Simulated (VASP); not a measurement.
Runs of VASP 6.6.1 on MnS. The structure is that of space group Fm-3m (No. 225), or close to it. The cells are those of the table. 

```tsv
spin	cell	gap on the mesh (eV)	pressure (GPa)	moment (μB)
off	a = 3.597 Å, angles 60.0°, 2 atoms	none	(c)	-
collinear, ferromagnetic start	a = 3.597 Å, angles 60.0°, 2 atoms	none	0.0	4.45
collinear, ferromagnetic start	a = 3.683 Å, angles 60.0°, 2 atoms	none	-2.6	4.74
collinear, ferromagnetic start	a = 3.662 Å, angles 60.0°, 2 atoms	none	-2.5	4.63
collinear, ferromagnetic start	a = 3.601 Å, angles 60.0°, 2 atoms	none	-0.2	4.46
collinear, ferromagnetic start	a = 3.536 Å, angles 60.0°, 2 atoms	none	(b)	(a)
```

Alike in all rows: task single point; level PBE; potentials or basis VASP PAW PBE potentials, release 64 (Mn_pv, S); k mesh 12 × 12 × 12; cutoff (eV) 520; smearing gaussian 0.05 eV.

Question: Estimate the missing entries.

Answer: (a) 4.30; (b) 3.6; (c) -21.3.

Caveats: semilocal functionals often make such compounds metallic where correlation or magnetic order opens a gap, which also shifts bond lengths; a cell with one magnetic atom can't hold antiferromagnetic order, which such compounds often take (at least some runs); the cell stands under tension (at least some runs); the cell stands under pressure (at least some runs).

A gap of «none» marks levels without a gap at the run's occupations.
